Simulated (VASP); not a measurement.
Input of a VASP 6.6.1 run:

The input INCAR:

```
PREC = Accurate ; ENCUT = 520
EDIFF = 1E-6 ; ISMEAR = 0
SIGMA = 0.1 ; LREAL = F
LASPH = T ; NELM = 80
ALGO = Fast ; ISIF = 2
LWAVE = F ; LCHARG = F
GGA = PE ; NBANDS = 24
```

The input KPOINTS:

```
regular mesh
0
Gamma
  12 12 2
```

File POSCAR:

```
Mg5Te3
1.0
    4.1392510188      0.0000000000      0.0000000000
   -2.0696255094      3.5846965349      0.0000000000
    0.0000000000      0.0000000000     15.1316154829
Mg Te
5 3
Direct
    0.6666666667      0.3333333333      0.6545349585
    0.0000000000      0.0000000000      0.5000000000
    0.3333333333      0.6666666667      0.3454650415
    0.3333333333      0.6666666667      0.1150281593
    0.6666666667      0.3333333333      0.8849718407
    0.3333333333      0.6666666667      0.7684266021
    0.6666666667      0.3333333333      0.2315733979
    0.0000000000      0.0000000000      0.0000000000
```

Potentials or basis: VASP PAW PBE potentials, release 64 (Mg, Te).

Launch:

```bash
$ cat potpaw_PBE.64/Mg/POTCAR potpaw_PBE.64/Te/POTCAR > POTCAR
$ mpirun -np 1 vasp_std > vasp.out
```

(1) Estimate the pressure.

(2) Predict the band gap on the k mesh.

## Answers

(1) -0.1 GPa.

(2) zero (bands 14 and 15 overlap by 0.58 eV).

Caveat: semilocal functionals underestimate gaps, and a narrow one can read as zero; spin-orbit coupling is left out, which moves the levels of the heavy elements.
